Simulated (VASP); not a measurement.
Write the native input for VASP 6.6.1 that does the following.

* Task: single point
* Functional: LDA
* Potentials or basis: VASP PAW LDA potentials, release 64 (Te, Mo_sv)
* Cutoff: 520 eV
* k mesh: 12 × 12 × 2
* Occupations: gaussian, width 0.02 eV
* Spin: no spin polarisation
* Dipole correction: no
* Further INCAR settings: ALGO = Normal; EDIFF = 1e-06; NBANDS = 20

The structure of Te2Mo lies in POSCAR:

```
Te2Mo
1.0
    3.4490119558      0.0000000000      0.0000000000
   -1.7245059779      2.9869319717      0.0000000000
    0.0000000000      0.0000000000      7.6364026260
Te Mo
2 1
Direct
    0.3333333333      0.6666666667      0.7642326736
    0.3333333333      0.6666666667      0.2357673264
    0.0000000000      0.0000000000      0.0000000000
```

One way to write it, as run:

INCAR

```
SYSTEM = Te2Mo
PREC = Accurate ; ENCUT = 520
EDIFF = 1E-6 ; ISMEAR = 0
SIGMA = 0.02 ; LREAL = .FALSE.
LASPH = .TRUE. ; NELM = 60
ALGO = Normal ; ISIF = 2
LWAVE = .FALSE. ; LCHARG = .FALSE.
NBANDS = 20
```

KPOINTS

```
regular mesh
0
G
  12 12 2
  0 0 0
```

Potentials or basis: VASP PAW LDA potentials, release 64 (Te, Mo_sv).

Run with:

```sh
$ cat potpaw_LDA.64/Te/POTCAR potpaw_LDA.64/Mo_sv/POTCAR > POTCAR
$ mpirun -np 1 vasp_std > vasp.out
```

It gave:

- Pressure: 1.3 GPa
- Largest force: 0.060 eV/Å
- Band gap on the k mesh: 0.96 eV, indirect (least direct gap 1.25 eV)

Caveat: spin-orbit coupling is left out, which moves the levels of the heavy elements.

Run time: 49 s on 1 thread of Intel Xeon 6975P-C, on a shared host, peak memory 0.21 GiB.
